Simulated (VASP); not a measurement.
# Co (Pm-3m) in VASP: further runs

Co is run at these levels: BLYP; tasks: single point.

Program: VASP 6.6.1. These are calculated values, not measurements. Logs are shortened: lines on timing, memory, paths and dates and some standing lists are left out, and cuts for length are marked.

**1. The cell of the first run**

The structure is cubic, space group Pm-3m (No. 221). The conventional cell has a = 2.317 Å, b = 2.317 Å, c = 2.317 Å, α = 90.00°, β = 90.00°, γ = 90.00°. Co (site symmetry m-3m) has 6 Co at 2.32 Å within 3.1 Å.

This isn't the form of Co at room conditions, which is hcp.

**2. Single point, BLYP, collinear spin, ferromagnetic start (12.44 Å³/atom)**

INCAR reads:

```
PREC = Accurate
ENCUT = 520
EDIFF = 1E-7
ISMEAR = -1
SIGMA = 0.05
LREAL = False
LASPH = True
NELM = 150
ALGO = Normal
ISIF = 2
LWAVE = False
LCHARG = True
ISPIN = 2
MAGMOM = -1.754 -1.754
LORBIT = 11
LMAXMIX = 4
GGA = B5
ALDAX = 1.0
AGGAX = 1.0
AGGAC = 1.0
ALDAC = 0.0
LELF = True
LVHAR = True
NBANDS = 20
```

KPOINTS reads:

```
Automatic mesh
0
Gamma
  13 13 13
```

POSCAR reads:

```
Co
1.0
    0.0000000000      2.3171635531      2.3171635531
    2.3171635531      0.0000000000      2.3171635531
    2.3171635531      2.3171635531      0.0000000000
Co
2
Direct
    0.0000000000      0.0000000000      0.0000000000
    0.5000000000      0.5000000000      0.5000000000
```

Potentials or basis: VASP PAW PBE potentials, release 64 (Co).

The run is started by

```sh
$ cat potpaw_PBE.64/Co/POTCAR > POTCAR
$ mpirun -np 1 vasp_std > vasp.out
```

OUTCAR:

```text
PREC = Accurate
   ENCUT = 520
   EDIFF = 1E-7
   ISMEAR = -1
   LREAL = False
   LASPH = True
   NELM = 150
   ISIF = 2
   ISPIN = 2
   LORBIT = 11
   GGA = B5

 ion  position               nearest neighbor table
   1  0.000  0.000  0.000-   2 2.32   2 2.32   2 2.32   2 2.32   2 2.32   2 2.32
   2  0.500  0.500  0.500-   1 2.32   1 2.32   1 2.32   1 2.32   1 2.32   1 2.32

  LATTYP: Found a face centered cubic cell.
 ALAT       =     4.6343271062

  Lattice vectors:

 A1 = (   0.0000000000,   2.3171635531,   2.3171635531)
 A2 = (   2.3171635531,   0.0000000000,   2.3171635531)
 A3 = (   2.3171635531,   2.3171635531,   0.0000000000)

Analysis of symmetry for initial positions (statically):
=====================================================================
 Subroutine PRICEL returns following result:

  LATTYP: Found a simple cubic cell.
 ALAT       =     2.3171635531

  Lattice vectors:

 A1 = (  -2.3171635531,   0.0000000000,   0.0000000000)
 A2 = (   0.0000000000,   0.0000000000,   2.3171635531)
 A3 = (   0.0000000000,   2.3171635531,   0.0000000000)

   2 primitive cells build up your supercell.

 Routine SETGRP: Setting up the symmetry group for a
 face centered cubic supercell.

 Subroutine GETGRP returns: Found 48 space group operations
 (whereof 48 operations were pure point group operations)
 out of a pool of 48 trial point group operations.

The static configuration has the point symmetry O_h .

Analysis of symmetry for dynamics (positions and initial velocities):
=====================================================================
 Subroutine PRICEL returns following result:

  LATTYP: Found a simple cubic cell.
 ALAT       =     2.3171635531

  Lattice vectors:

 A1 = (  -2.3171635531,   0.0000000000,   0.0000000000)
 A2 = (   0.0000000000,   0.0000000000,   2.3171635531)
 A3 = (   0.0000000000,   2.3171635531,   0.0000000000)

   2 primitive cells build up your supercell.

 Routine SETGRP: Setting up the symmetry group for a
 face centered cubic supercell.

 Subroutine GETGRP returns: Found 48 space group operations
 (whereof 48 operations were pure point group operations)
 out of a pool of 48 trial point group operations.

The dynamic configuration has the point symmetry O_h .

Analysis of structural, dynamic, and magnetic symmetry:
=====================================================================
 Subroutine PRICEL returns following result:

  LATTYP: Found a simple cubic cell.
 ALAT       =     2.3171635531

  Lattice vectors:

 A1 = (  -2.3171635531,   0.0000000000,   0.0000000000)
 A2 = (   0.0000000000,   0.0000000000,   2.3171635531)
 A3 = (   0.0000000000,   2.3171635531,   0.0000000000)

   2 primitive cells build up your supercell.

 Routine SETGRP: Setting up the symmetry group for a
 face centered cubic supercell.

 Subroutine GETGRP returns: Found 48 space group operations
 (whereof 48 operations were pure point group operations)
 out of a pool of 48 trial point group operations.

The overall configuration has the point symmetry O_h .

 Subroutine INISYM returns: Found 48 space group operations
 (whereof 48 operations are pure point group operations),
 and found     2 'primitive' translations

----------------------------------------------------------------------------------------

                                     Primitive cell

  volume of cell :      12.4414

  direct lattice vectors                    reciprocal lattice vectors
    -2.317163553  0.000000000  0.000000000    -0.431562113  0.000000000  0.000000000
     0.000000000  0.000000000  2.317163553     0.000000000  0.000000000  0.431562113
     0.000000000  2.317163553  0.000000000     0.000000000  0.431562113  0.000000000

  length of vectors
     2.317163553  2.317163553  2.317163553     0.431562113  0.431562113  0.431562113

  position of ions in fractional coordinates (direct lattice)
     0.000000000  0.000000000  0.000000000

  ion indices of the primitive-cell ions
   primitive index   ion index
                 1           1

----------------------------------------------------------------------------------------

 KPOINTS: Automatic mesh

Automatic generation of k-mesh.
 Grid dimensions read from file:
 generate k-points for:   13   13   13

 Generating k-lattice:

  Cartesian coordinates                     Fractional coordinates (reciprocal lattice)
    -0.016598543  0.016598543  0.016598543     0.076923077  0.000000000  0.000000000
     0.016598543 -0.016598543  0.016598543     0.000000000  0.076923077  0.000000000
     0.016598543  0.016598543 -0.016598543     0.000000000  0.000000000  0.076923077

  Length of vectors
     0.028749519  0.028749519  0.028749519

  Shift w.r.t. Gamma in fractional coordinates (k-lattice)
     0.000000000  0.000000000  0.000000000

 Subroutine IBZKPT returns following result:
 ===========================================

 Found     84 irreducible k-points:

 Following reciprocal coordinates:
            Coordinates               Weight
  0.000000  0.000000  0.000000      1.000000
  0.076923  0.000000  0.000000      8.000000
  0.153846  0.000000  0.000000      8.000000
  0.230769  0.000000  0.000000      8.000000
  0.307692  0.000000  0.000000      8.000000
  0.384615  0.000000  0.000000      8.000000
[... 16 lines left out ...]
  0.384615  0.153846  0.000000     24.000000
  0.461538  0.153846  0.000000     24.000000
 [... further k-points ...]
   k-points           NKPTS =     84   k-points in BZ     NKDIM =     84   number of bands    NBANDS=     20
   number of dos      NEDOS =    301   number of ions     NIONS =      2
   total plane-waves  NPLWV =  13824
   dimension x,y,z NGX =    24 NGY =   24 NGZ =   24
   dimension x,y,z NGXF=    48 NGYF=   48 NGZF=   48
   ions per type =               2
   NGX,Y,Z   is equivalent  to a cutoff of  12.18, 12.18, 12.18 a.u.
   NGXF,Y,Z  is equivalent  to a cutoff of  24.35, 24.35, 24.35 a.u.
 SYSTEM =  unknown system
   PREC   = accura    normal or accurate (medium, high low for compatibility)
   ISTART =      0    job   : 0-new  1-cont  2-samecut
   ICHARG =      2    charge: 1-file 2-atom 10-const
   ISPIN  =      2    spin polarized calculation?
   LNONCOLLINEAR =      F non collinear calculations
   LSORBIT =      F    spin-orbit coupling
   LASPH  =      T    aspherical Exc in radial PAW
   ENCUT  =  520.0 eV  38.22 Ry    6.18 a.u.   6.09  6.09  6.09*2*pi/ulx,y,z
   NELM   =    150;   NELMIN=  2; NELMDL= -5     # of ELM steps
   EDIFF  = 0.1E-06   stopping-criterion for ELM
   LREAL  =      F    real-space projection
   EDIFFG = 0.1E-05   stopping-criterion for IOM
   NSW    =      0    number of steps for IOM
   IBRION =     -1    ionic relax: 0-MD 1-quasi-New 2-CG
   NFREE  =      0    steps in history (QN), initial steepest desc. (CG)
   ISIF   =      2    stress and relaxation
   ISYM   =      2    0-nonsym 1-usesym 2-fastsym
   POTIM  = 0.5000    time-step for ionic-motion
   TEBEG  =    0.0;   TEEND  =   0.0 temperature during run
   PSTRESS=    0.0 pullay stress
   NELECT =      18.0000    total number of electrons
   NUPDOWN=      -1.0000    fix difference up-down
   EMIN   =  10.00;   EMAX   =-10.00  energy-range for DOS
   EFERMI =   0.00;   METHOD = LEGACY
   ISMEAR =    -1;   SIGMA  =   0.05  broadening in eV -4-tet -1-fermi 0-gaus
   EFERMI_NEDOS =   21; number of points for ismear=-14 and -15
   IALGO  =     38    algorithm
   IMIX   =      4    mixing-type and parameters
     AMIX     =   0.40;   BMIX     =  1.00
     AMIX_MAG =   1.60;   BMIX_MAG =  1.00
  volume/ion in A,a.u.               =      12.44        83.96
  Fermi-wavevector in a.u.,A,eV,Ry     =   1.469599  2.777140 29.384809  2.159723
  Thomas-Fermi vector in A             =   2.584957
   LORBIT       =     11    0 simple, 1 ext, 2 COOP (PROOUT), +10 PAW based schemes
   GGA     = B5    functional components
   LHFCALC =     F    Hartree Fock is set to
   AEXX    =    0.0000 exact exchange contribution
   IVDW    =     0    specifies the selected vdW correction
   LEPSILON=     F    determine dielectric tensor
   LRPA    =     F    only Hartree local field effects (RPA)
 spin polarized calculation
  energy-cutoff  :      520.00
  volume of cell :       24.88
 maximum number of plane-waves:       684
   NGX = 13   NGY = 13   NGZ = 13

 number of electron      17.9999982 magnetization      -3.4474472

 Free energy of the ion-electron system (eV)
  ---------------------------------------------------
  ext. energy  EPLUGINS =         0.00000000
  ---------------------------------------------------
  free energy    TOTEN  =       -10.88576898 eV

  energy without entropy =      -10.85794695  energy(sigma->0) =      -10.87185796

 E-fermi :   9.1667     XC(G=0): -11.9078

 val. band max:        9.1644667481   @ k =   0.4615   0.2308   0.0769
 cond. band min:       9.1686151241   @ k =  -0.3077   0.1538   0.0000
 fundamental gap:      0.0041483760
 Fermi energy:         9.1666680508

 spin component 1

 k-point     1 :       0.0000    0.0000    0.0000
  band No.  band energies     occupation
      1       1.1343      1.00000
      2       6.0016      1.00000
      3       6.0016      1.00000
      4       6.5891      1.00000
      5       6.5891      1.00000
      6       6.5891      1.00000
[... 12 lines left out ...]
     19      28.8128      0.00000
[... 513 lines left out ...]
      4       7.4445      1.00000
      5       7.5234      1.00000
      6       8.2911      1.00000
[... 12 lines left out ...]
     19      29.9637      0.00000
     20      35.6891      0.00000

 [... further k-points ...]

 spin component 2

 k-point     1 :       0.0000    0.0000    0.0000
  band No.  band energies     occupation
      1       0.9819      1.00000
      2       4.8386      1.00000
      3       4.8386      1.00000
      4       5.0040      1.00000
      5       5.0040      1.00000
      6       5.0040      1.00000
[... 12 lines left out ...]
     19      28.4605      0.00000
[... 513 lines left out ...]
      4       6.1740      1.00000
      5       6.2143      1.00000
      6       6.5927      1.00000
[... 12 lines left out ...]
     19      29.5547      0.00000
     20      35.3666      0.00000

 [... further k-points ...]

------------------------ aborting loop because EDIFF is reached ----------------------------------------

  FORCE on cell =-STRESS in cart. coord.  units (eV):
  Direction    XX          YY          ZZ          XY          YZ          ZX
  --------------------------------------------------------------------------------------
  -------------------------------------------------------------------------------------
  Total        1.5284984      1.5284984      1.5284984      0.0000000      0.0000000     -0.0000000
  in kB       98.4182204     98.4182204     98.4182204      0.0000000      0.0000000     -0.0000000
  external PRESSURE =      98.4182204 kB  Pullay stress =       0.0000000 kB

 VOLUME and BASIS-vectors are now :
 -----------------------------------------------------------------------------
  energy-cutoff  :      520.00
  volume of cell :       24.88
      direct lattice vectors                 reciprocal lattice vectors
     0.000000000  2.317163553  2.317163553    -0.215781057  0.215781057  0.215781057
     2.317163553  0.000000000  2.317163553     0.215781057 -0.215781057  0.215781057
     2.317163553  2.317163553  0.000000000     0.215781057  0.215781057 -0.215781057

 POSITION                                       TOTAL-FORCE (eV/Angst)
 -----------------------------------------------------------------------------------
      0.00000      0.00000      0.00000        -0.000000      0.000000     -0.000000
      2.31716      2.31716      2.31716         0.000000     -0.000000      0.000000
 -----------------------------------------------------------------------------------
    total drift:                                0.000000     -0.000000      0.000000

  FREE ENERGIE OF THE ION-ELECTRON SYSTEM (eV)
  ---------------------------------------------------
  free  energy   TOTEN  =       -10.8857689782 eV

  energy  without entropy=      -10.8579469468  energy(sigma->0) =      -10.87185796

 total charge

# of ion       s       p       d       tot
------------------------------------------
    1        0.501   0.409   7.337   8.247
    2        0.501   0.409   7.337   8.247
--------------------------------------------------
tot          1.003   0.818  14.673  16.494

 magnetization (x)

# of ion       s       p       d       tot
------------------------------------------
    1       -0.006   0.006  -1.725  -1.725
    2       -0.006   0.006  -1.725  -1.725
--------------------------------------------------
tot         -0.012   0.012  -3.449  -3.449
```

It took 85 s on 1 thread of AMD EPYC 9R45 (Zen 5), shared host; peak memory 0.15 GiB.

What came out:

```yaml
Free_energy: -10.8858 eV
Pressure: 9.8 GPa
Net_moment: -3.45 μB per cell
Site_moments: Co -1.73 μB
Valence_electrons_inside_the_program's_atomic_spheres: Co 8.25
```

Levels at points of the mesh, in eV from the Fermi level:
Spin up:
```
           k point  band 4  band 5  band 6  band 7  band 8  band 9  band 10  band 11
(0.00, 0.00, 0.00)   -2.58   -2.58   -2.58    1.17    1.17    1.17     1.78     1.78
```
Spin down:
| k point | band 9 | band 10 | band 11 | band 12 | band 13 | band 14 |
| --- | --- | --- | --- | --- | --- | --- |
| (0.00, 0.00, 0.00) | -0.96 | 0.24 | 0.24 | 11.82 | 11.82 | 11.82 |

Caveat: the cell stands under pressure; the PAW data sets were made with another functional, which shifts forces and pressure a little.

**3. Single point, BLYP, collinear spin, ferromagnetic start (12.94 Å³/atom)**

This run uses another cell than the first one, of 12.94 Å³/atom.

INCAR reads:

```
  AGGAC = 1.0
  AGGAX = 1.0
  ALDAC = 0.0
  ALDAX = 1.0
  ALGO = Normal
  EDIFF = 1E-6
  ENCUT = 520
  GGA = B5
  ISIF = 2
  ISMEAR = -1
  ISPIN = 2
  LASPH = True
  LCHARG = True
  LELF = True
  LMAXMIX = 4
  LORBIT = 11
  LREAL = False
  LVHAR = True
  LWAVE = False
  MAGMOM = -1.754 -1.754
  NBANDS = 20
  NELM = 150
  PREC = Accurate
  SIGMA = 0.05
```

KPOINTS reads:

```
k-points
0
Gamma
  13 13 13
```

POSCAR reads:

```
Co
1.0
    0.0000000000      2.3476560440      2.3476560440
    2.3476560440      0.0000000000      2.3476560440
    2.3476560440      2.3476560440      0.0000000000
Co
2
Direct
    0.0000000000      0.0000000000      0.0000000000
    0.5000000000      0.5000000000      0.5000000000
```

Potentials or basis: VASP PAW PBE potentials, release 64 (Co).

The run is started by

```sh
$ cat potpaw_PBE.64/Co/POTCAR > POTCAR
$ mpirun -np 1 vasp_std > vasp.out
```

It took 90 s on 1 thread of AMD EPYC 9R45 (Zen 5), shared host; peak memory 0.18 GiB.

Results (log left out):

* Free energy: -10.9307 eV
* Pressure: 4.5 GPa
* Net moment: -3.65 μB per cell
* Site moments: Co -1.83 μB
* Valence electrons inside the program's atomic spheres: Co 8.19

Levels at points of the mesh, in eV from the Fermi level:
Spin up:
```tsv
k point	band 5	band 6	band 7	band 8	band 9	band 10
(0.00, 0.00, 0.00)	-2.40	-2.40	1.14	1.14	1.14	1.71
```
Spin down:
```csv
k point,band 9,band 10,band 11,band 12,band 13,band 14
"(0.00, 0.00, 0.00)",-1.08,0.06,0.06,11.39,11.39,11.39
```

Caveat: the cell stands under pressure; the PAW data sets were made with another functional, which shifts forces and pressure a little.
